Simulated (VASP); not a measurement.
# GaSb in VASP: single point with PBEsol

Aim: the single point of GaSb with PBEsol.

Everything below comes from runs of VASP 6.6.1. Logs are shortened: lines on timing, memory, paths and dates and some standing lists are left out, and cuts for length are marked.

## 1. The cell of the first run

The cell holds a slab with vacuum, 10 atoms: a = 6.110 Å, b = 4.320 Å, c = 24.641 Å, α = 90.00°, β = 90.00°, γ = 90.00°.

## 2. Single point, PBEsol

The input, INCAR:

```
ALGO = Normal ; DIPOL = 0.5 0.5 0.500
EDIFF = 1E-6 ; ENCUT = 520
GGA = PS ; IDIPOL = 3
ISIF = 2 ; ISMEAR = 0
LASPH = True ; LCHARG = False
LDIPOL = True ; LREAL = False
LWAVE = False ; NBANDS = 56
NELM = 60 ; PREC = Accurate
SIGMA = 0.1
```

The input, KPOINTS:

```
k-points
0
Gamma
  6 8 1
```

The input, POSCAR:

```
GaSb
1.0
    6.1098348150      0.0000000000      0.0000000000
    0.0000000000      4.3203056300      0.0000000000
    0.0000000000      0.0000000000     24.6406112590
Ga Sb
5 5
Direct
    0.5556437217      0.5000000000      0.3453785096
   -0.0275891921      0.0000000000      0.4094183123
    0.4804830288      0.5000000000      0.4999999776
   -0.0275769328      0.0000000000      0.5905830081
    0.5556644823      0.5000000000      0.6546203695
    0.7652780726      0.0000000000      0.3140773821
    0.2248992998      0.5000000000      0.4128296895
    0.7329944490      0.0000000000      0.5000000432
    0.2249083303      0.5000000000      0.5871695778
    0.7652947405      0.0000000000      0.6859231304
```

Potentials or basis: VASP PAW PBE potentials, release 64 (Ga_d, Sb).

Started as:

```sh
> cat potpaw_PBE.64/Ga_d/POTCAR potpaw_PBE.64/Sb/POTCAR > POTCAR
> mpirun -np 1 vasp_std > vasp.out
```

OUTCAR:

```text
EDIFF = 1E-6
   ENCUT = 520
   GGA = PS
   ISIF = 2
   ISMEAR = 0
   LASPH = True
   LREAL = False
   NELM = 60
   PREC = Accurate

 ion  position               nearest neighbor table
   1  0.556  0.500  0.345-   7 2.62   6 2.63   6 2.63
   2  0.972  0.000  0.409-   7 2.66   7 2.66   6 2.67   8 2.67
   3  0.480  0.500  0.500-   8 2.65   8 2.65   9 2.66   7 2.66
   4  0.972  0.000  0.591-   9 2.66   9 2.66  10 2.67   8 2.67
   5  0.556  0.500  0.655-   9 2.62  10 2.63  10 2.63
   6  0.765  0.000  0.314-   1 2.63   1 2.63   2 2.67
   7  0.225  0.500  0.413-   1 2.62   3 2.66   2 2.66   2 2.66
   8  0.733  0.000  0.500-   3 2.65   3 2.65   2 2.67   4 2.67
   9  0.225  0.500  0.587-   5 2.62   3 2.66   4 2.66   4 2.66
  10  0.765  0.000  0.686-   5 2.63   5 2.63   4 2.67

  LATTYP: Found a simple orthorhombic cell.
 ALAT       =     4.3203056300
 B/A-ratio  =     1.4142135622
 C/A-ratio  =     5.7034416935

  Lattice vectors:

 A1 = (   0.0000000000,  -4.3203056300,   0.0000000000)
 A2 = (   6.1098348150,   0.0000000000,   0.0000000000)
 A3 = (   0.0000000000,   0.0000000000,  24.6406112590)

Analysis of symmetry for initial positions (statically):
=====================================================================
 Subroutine PRICEL returns:
 Original cell was already a primitive cell.

 Routine SETGRP: Setting up the symmetry group for a
 simple orthorhombic supercell.

 Subroutine GETGRP returns: Found  2 space group operations
 (whereof  2 operations were pure point group operations)
 out of a pool of  8 trial point group operations.

The static configuration has the point symmetry C_1h.

Analysis of symmetry for dynamics (positions and initial velocities):
=====================================================================
 Subroutine PRICEL returns:
 Original cell was already a primitive cell.

 Routine SETGRP: Setting up the symmetry group for a
 simple orthorhombic supercell.

 Subroutine GETGRP returns: Found  2 space group operations
 (whereof  2 operations were pure point group operations)
 out of a pool of  8 trial point group operations.

The dynamic configuration has the point symmetry C_1h.

 Subroutine INISYM returns: Found  2 space group operations
 (whereof  2 operations are pure point group operations),
 and found     1 'primitive' translations

----------------------------------------------------------------------------------------

                                     Primitive cell

  volume of cell :     650.4223

  direct lattice vectors                    reciprocal lattice vectors
     6.109834815  0.000000000  0.000000000     0.163670546  0.000000000  0.000000000
     0.000000000  4.320305630  0.000000000     0.000000000  0.231465106  0.000000000
     0.000000000  0.000000000 24.640611259     0.000000000  0.000000000  0.040583409

  length of vectors
     6.109834815  4.320305630 24.640611259     0.163670546  0.231465106  0.040583409

  position of ions in fractional coordinates (direct lattice)
     0.555643722  0.500000000  0.345378510
     0.972410808  0.000000000  0.409418312
     0.480483029  0.500000000  0.499999978
     0.972423067  0.000000000  0.590583008
     0.555664482  0.500000000  0.654620370
     0.765278073  0.000000000  0.314077382
     0.224899300  0.500000000  0.412829690
     0.732994449  0.000000000  0.500000043
     0.224908330  0.500000000  0.587169578
     0.765294741  0.000000000  0.685923130

  ion indices of the primitive-cell ions
   primitive index   ion index
                 1           1
                 2           2
                 3           3
                 4           4
                 5           5
                 6           6
                 7           7
                 8           8
                 9           9
                10          10

----------------------------------------------------------------------------------------

 KPOINTS: k-points

Automatic generation of k-mesh.
 Grid dimensions read from file:
 generate k-points for:    6    8    1

 Generating k-lattice:

  Cartesian coordinates                     Fractional coordinates (reciprocal lattice)
     0.027278424  0.000000000  0.000000000     0.166666667  0.000000000  0.000000000
     0.000000000  0.028933138  0.000000000     0.000000000  0.125000000  0.000000000
     0.000000000  0.000000000  0.040583409     0.000000000  0.000000000  1.000000000

  Length of vectors
     0.027278424  0.028933138  0.040583409

  Shift w.r.t. Gamma in fractional coordinates (k-lattice)
     0.000000000  0.000000000  0.000000000

 Subroutine IBZKPT returns following result:
 ===========================================

 Found     20 irreducible k-points:

 Following reciprocal coordinates:
            Coordinates               Weight
  0.000000  0.000000  0.000000      1.000000
  0.166667  0.000000  0.000000      2.000000
  0.333333  0.000000  0.000000      2.000000
  0.500000  0.000000  0.000000      1.000000
  0.000000  0.125000  0.000000      2.000000
  0.166667  0.125000  0.000000      4.000000
[... 12 lines left out ...]
  0.333333  0.500000  0.000000      2.000000
  0.500000  0.500000  0.000000      1.000000
   k-points           NKPTS =     20   k-points in BZ     NKDIM =     20   number of bands    NBANDS=     56
   number of dos      NEDOS =    301   number of ions     NIONS =     10
   total plane-waves  NPLWV = 294912
   dimension x,y,z NGX =    48 NGY =   32 NGZ =  192
   dimension x,y,z NGXF=    96 NGYF=   64 NGZF=  384
   ions per type =               5   5
   NGX,Y,Z   is equivalent  to a cutoff of  13.06, 12.31, 12.95 a.u.
   NGXF,Y,Z  is equivalent  to a cutoff of  26.12, 24.63, 25.91 a.u.
 SYSTEM =  unknown system
   PREC   = accura    normal or accurate (medium, high low for compatibility)
   ISTART =      0    job   : 0-new  1-cont  2-samecut
   ICHARG =      2    charge: 1-file 2-atom 10-const
   ISPIN  =      1    spin polarized calculation?
   LNONCOLLINEAR =      F non collinear calculations
   LSORBIT =      F    spin-orbit coupling
   LASPH  =      T    aspherical Exc in radial PAW
   ENCUT  =  520.0 eV  38.22 Ry    6.18 a.u.  11.36  8.03 45.82*2*pi/ulx,y,z
   NELM   =     60;   NELMIN=  2; NELMDL= -5     # of ELM steps
   EDIFF  = 0.1E-05   stopping-criterion for ELM
   LREAL  =      F    real-space projection
   EDIFFG = 0.1E-04   stopping-criterion for IOM
   NSW    =      0    number of steps for IOM
   IBRION =     -1    ionic relax: 0-MD 1-quasi-New 2-CG
   NFREE  =      0    steps in history (QN), initial steepest desc. (CG)
   ISIF   =      2    stress and relaxation
   ISYM   =      2    0-nonsym 1-usesym 2-fastsym
   POTIM  = 0.5000    time-step for ionic-motion
   TEBEG  =    0.0;   TEEND  =   0.0 temperature during run
   PSTRESS=    0.0 pullay stress
   NELECT =      90.0000    total number of electrons
   NUPDOWN=      -1.0000    fix difference up-down
   EMIN   =  10.00;   EMAX   =-10.00  energy-range for DOS
   EFERMI =   0.00;   METHOD = LEGACY
   ISMEAR =     0;   SIGMA  =   0.10  broadening in eV -4-tet -1-fermi 0-gaus
   EFERMI_NEDOS =   21; number of points for ismear=-14 and -15
   IALGO  =     38    algorithm
   IMIX   =      4    mixing-type and parameters
     AMIX     =   0.40;   BMIX     =  1.00
     AMIX_MAG =   1.60;   BMIX_MAG =  1.00
  volume/ion in A,a.u.               =      65.04       438.93
  Fermi-wavevector in a.u.,A,eV,Ry     =   0.846754  1.600133  9.755270  0.716992
  Thomas-Fermi vector in A             =   1.962151
   LORBIT       =      0    0 simple, 1 ext, 2 COOP (PROOUT), +10 PAW based schemes
   GGA     = PS    functional components
   LHFCALC =     F    Hartree Fock is set to
   AEXX    =    0.0000 exact exchange contribution
   IVDW    =     0    specifies the selected vdW correction
   LEPSILON=     F    determine dielectric tensor
   LRPA    =     F    only Hartree local field effects (RPA)
 non-spin polarized calculation
 Gauss-broadening in eV      SIGMA  =   0.10
  energy-cutoff  :      520.00
  volume of cell :      650.42
 maximum number of plane-waves:     17620
 NGX is ok and might be reduce to    48
   NGX = 23   NGY = 17   NGZ = 91

 dipolmoment           0.000000      0.000000      0.000031 electrons x Angstroem

 number of electron      90.0000028 magnetization

 dipolmoment           0.000000      0.000000     -0.000013 electrons x Angstroem

 Free energy of the ion-electron system (eV)
  ---------------------------------------------------
  ext. energy  EPLUGINS =         0.00000000
  ---------------------------------------------------
  free energy    TOTEN  =       -38.88308954 eV

  energy without entropy =      -38.88305547  energy(sigma->0) =      -38.88307250

 E-fermi :  -0.2574     XC(G=0):  -4.6315

 val. band max:       -0.4638440060   @ k =   0.0000   0.0000   0.0000
 cond. band min:      -0.0453664100   @ k =   0.5000   0.5000   0.0000
 fundamental gap:      0.4184775961
 Fermi energy:        -0.2574284420

 k-point     1 :       0.0000    0.0000    0.0000
  band No.  band energies     occupation
      1     -15.6032      2.00000
      2     -15.6028      2.00000
      3     -15.5458      2.00000
      4     -15.5446      2.00000
      5     -15.5097      2.00000
      6     -15.5097      2.00000
[... 48 lines left out ...]
     55       2.9154      0.00000
     56       3.2158      0.00000

 k-point     2 :       0.1667    0.0000    0.0000
  band No.  band energies     occupation
      1     -15.6035      2.00000
      2     -15.6031      2.00000
      3     -15.5459      2.00000
      4     -15.5446      2.00000
      5     -15.5098      2.00000
      6     -15.5097      2.00000
[... 48 lines left out ...]
     55       2.9747      0.00000
     56       3.3303      0.00000
[... 1001 lines left out ...]
     55       3.6518      0.00000
     56       3.6641      0.00000

 k-point    20 :       0.5000    0.5000    0.0000
  band No.  band energies     occupation
      1     -15.5939      2.00000
      2     -15.5934      2.00000
      3     -15.5436      2.00000
      4     -15.5425      2.00000
      5     -15.5154      2.00000
      6     -15.5154      2.00000
[... 48 lines left out ...]
     55       3.4617      0.00000
     56       3.8445      0.00000

------------------------ aborting loop because EDIFF is reached ----------------------------------------

 vacuum level on the upper side and lower side of the slab       (xc-potential included)        -0.116        -0.115

  FORCE on cell =-STRESS in cart. coord.  units (eV):
  Direction    XX          YY          ZZ          XY          YZ          ZX
  --------------------------------------------------------------------------------------
  -------------------------------------------------------------------------------------
  Total       -0.5173060     -1.6461047      0.2009640      0.0000000      0.0000000     -0.0013495
  in kB       -1.2742737     -4.0548296      0.4950321      0.0000000      0.0000000     -0.0033242
  external PRESSURE =      -1.6113571 kB  Pullay stress =       0.0000000 kB

 VOLUME and BASIS-vectors are now :
 -----------------------------------------------------------------------------
  energy-cutoff  :      520.00
  volume of cell :      650.42
      direct lattice vectors                 reciprocal lattice vectors
     6.109834815  0.000000000  0.000000000     0.163670546  0.000000000  0.000000000
     0.000000000  4.320305630  0.000000000     0.000000000  0.231465106  0.000000000
     0.000000000  0.000000000 24.640611259     0.000000000  0.000000000  0.040583409

 POSITION                                       TOTAL-FORCE (eV/Angst)
 -----------------------------------------------------------------------------------
      3.39489      2.16015      8.51034        -0.016590      0.000000      0.013574
      5.94127      0.00000     10.08832         0.002155      0.000000      0.011573
      2.93567      2.16015     12.32031         0.006233      0.000000     -0.000169
      5.94134      0.00000     14.55233         0.001999      0.000000     -0.011919
      3.39502      2.16015     16.13025        -0.016840      0.000000     -0.013680
      4.67572      0.00000      7.73906         0.018038      0.000000     -0.036270
      1.37410      2.16015     10.17238        -0.007536      0.000000     -0.008306
      4.47848      0.00000     12.32031         0.001958      0.000000      0.000233
      1.37415      2.16015     14.46822        -0.007379      0.000000      0.008612
      4.67582      0.00000     16.90157         0.017962      0.000000      0.036352
 -----------------------------------------------------------------------------------
    total drift:                               -0.004001      0.000000      0.000004

  FREE ENERGIE OF THE ION-ELECTRON SYSTEM (eV)
  ---------------------------------------------------
  free  energy   TOTEN  =       -38.8830895410 eV

  energy  without entropy=      -38.8830554682  energy(sigma->0) =      -38.88307250

 vacuum level on the upper side and lower side of the slab         3.963         3.963
```

Wall time 26 min (1 thread of Oxide Virtual Turin-like, shared host); peak memory 0.91 GiB.

Results:

* Free energy: -38.8831 eV
* Largest force: 0.041 eV/Å
* Band gap on the k mesh: 0.42 eV (least direct gap 0.75 eV)

Forces in eV/Å, atoms in the order of the input:
```
Ga  -0.017  0.000  0.014
Ga   0.002  0.000  0.012
Ga   0.006  0.000  0.000
Ga   0.002  0.000 -0.012
Ga  -0.017  0.000 -0.014
Sb   0.018  0.000 -0.036
Sb  -0.008  0.000 -0.008
Sb   0.002  0.000  0.000
Sb  -0.007  0.000  0.009
Sb   0.018  0.000  0.036
```

Levels at points of the mesh, in eV from the valence-band top:
```tsv
k point	band 43	band 44	band 45	band 46	band 47	band 48
(0.00, 0.00, 0.00)	-0.63	-0.37	0.00	0.75	0.99	1.26
(0.50, 0.00, 0.00)	-1.06	-0.98	-0.98	0.56	0.70	0.96
(0.00, 0.50, 0.00)	-1.60	-1.37	-0.98	0.45	0.72	0.98
(0.50, 0.50, 0.00)	-1.46	-0.84	-0.83	0.42	1.63	1.74
```

Caveat: the PAW data sets were made with another functional, which shifts forces and pressure a little; spin-orbit coupling is left out, which moves the levels of the heavy elements.
